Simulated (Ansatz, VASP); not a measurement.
# W: VASP beside Ansatz

The input POSCAR:

```
W
1.0
   -1.5841318500      1.5841318500      1.5841318500
    1.5841318500     -1.5841318500      1.5841318500
    1.5841318500      1.5841318500     -1.5841318500
W
1
Direct
    0.0000000000      0.0000000000      0.0000000000
```

INCAR.step1

```
PREC = Accurate
ENCUT = 520
ISMEAR = 0
SIGMA = 0.05
LREAL = False
LASPH = True
NELM = 100
NBANDS = 13
GGA = PE
ALGO = Normal
EDIFF = 1E-4
LWAVE = True
LCHARG = False
```

The input INCAR.step2:

```
PREC = Accurate
ENCUT = 520
EDIFF = 1E-6
ISMEAR = 0
SIGMA = 0.05
LREAL = False
LASPH = True
NELM = 100
ALGO = Normal
ISIF = 2
LWAVE = False
LCHARG = False
METAGGA = R2SCAN
LMIXTAU = True
NBANDS = 13
ISTART = 1
```

The input KPOINTS:

```
Automatic mesh
0
Gamma
  18 18 18
```

Input for Ansatz:

```yaml
crystal:
  lattice:
    - [-1.58413185, 1.58413185, 1.58413185]
    - [1.58413185, -1.58413185, 1.58413185]
    - [1.58413185, 1.58413185, -1.58413185]
  atoms:
    - { symbol: W, position: [0.0, 0.0, 0.0] }
basis:
  ecutwfc: 500
  ecutrho_ratio: 4
kpoints:
  mp_grid: { grid: [18, 18, 18] }
  band_path:
    path:
      - [[0.0, 0.0, 0.0], [0.5, -0.5, 0.5], [0.0, 0.0, 0.5], [0.0, 0.0, 0.0], [0.25, 0.25, 0.25], [0.5, -0.5, 0.5]]
      - [[0.25, 0.25, 0.25], [0.0, 0.0, 0.5]]
    npoints: 14
hamiltonian:
  xc: r2scan
scf:
  occupations: { method: gaussian, width: 0.05 }
  n_extra_bands: 10
output:
  forces: true
  stress: true
  eigenvalues: true
  populations: true
  dos: { projected: true, de: 0.02, nscf_kmesh: { grid: [27, 27, 27] } }
  bader: true
```

Alike in both runs: task single point; functional r2SCAN; k mesh 18 × 18 × 18; occupations gaussian, width 0.05 eV; no spin polarisation.

|  | VASP | Ansatz |
| --- | --- | --- |
| version | VASP 6.6.1 | Ansatz 0.2.0 |
| potentials or method | VASP PAW PBE potentials, release 64 (W_sv), cutoff 520 eV | scalar-relativistic, plane waves, PAW |
| valence electrons in the cell | 14 | 14 |

```csv
,VASP,Ansatz,Ansatz less VASP
gap on the k mesh at the Fermi level (eV),none,none,-
pressure (GPa),1.2,0.0,-1.24
```

VASP's potentials were made for PBE, not for r2SCAN. A gap of «none» marks a metal or a gap that the smearing closes. The functional is the same, so the differences come from potentials, cutoffs and numerics.

Neither program's run includes spin-orbit coupling.
